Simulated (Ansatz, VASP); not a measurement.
Zn: VASP beside Ansatz

The input INCAR:

```
SYSTEM = Zn
  PREC = Accurate
  ENCUT = 600
  EDIFF = 1E-6
  ISMEAR = -1
  SIGMA = 0.05
  LREAL = .FALSE.
  LASPH = .TRUE.
  NELM = 80
  ALGO = Fast
  ISIF = 3
  LWAVE = .FALSE.
  LCHARG = .FALSE.
  GGA = RP
  IBRION = 2
  NSW = 60
  EDIFFG = -0.01
```

KPOINTS

```
regular mesh
0
G
  11 11 6
  0 0 0
```

The input POSCAR:

```
Zn
1.0
    2.6700000000      0.0000000000      0.0000000000
   -1.3350000000      2.3122878281      0.0000000000
    0.0000000000      0.0000000000      4.9660000000
Zn
2
Direct
    0.6666666667      0.3333333333      0.7500000000
    0.3333333333      0.6666666667      0.2500000000
```

input.yaml

```yaml
crystal:
  lattice:
    - [2.67, 0.0, 0.0]
    - [-1.335, 2.3122878281, 0.0]
    - [0.0, 0.0, 4.966]
  atoms:
    - { symbol: Zn, position: [0.6666666667, 0.3333333333, 0.75] }
    - { symbol: Zn, position: [0.3333333333, 0.6666666667, 0.25] }
hamiltonian:
  xc: rpbe
  pseudopotentials: { kind: paw }
kpoints:
  mp_grid: { grid: [11, 11, 6] }
scf:
  occupations: { method: fermi_dirac, width: 0.05 }
output:
  forces: true
  stress: true
  eigenvalues: true
  write_density: true
  write_potential: true
  elf: true
  volumetric_format: npy
relax:
  f_tol: 0.01
  max_steps: 40
  cell: { stress_tol: 0.05 }
```

Alike in both runs: task relaxation of cell and atoms; functional RPBE; k mesh 11 × 11 × 6; occupations fermi-dirac, width 0.05 eV; no spin polarisation.

```csv
,VASP,Ansatz
version,VASP 6.6.1,Ansatz 0.2.0
potentials or method,"VASP PAW PBE potentials, release 64 (Zn)",Ansatz PAW
plane-wave cutoff (eV),600,420
valence electrons in the cell,24,24
```

```csv
,VASP,Ansatz,Ansatz less VASP
"gap on the k mesh at the Fermi level, each at its own relaxed structure (eV)",none,none,-
relaxed volume (Å³/atom),15.78,15.55,-0.226
relaxed cell length with the largest relative difference (Å),4.857,4.606,-0.2518
```

VASP's potentials were made for PBE, not for RPBE. A gap of «none» marks a metal or a gap that the smearing closes. One of these differences is far larger than is usual between the two programs; its cause wasn't traced.

Noted on Ansatz's run: the plane-wave basis is chosen anew once the cell has moved, so the energies of steps on either side of that aren't comparable.
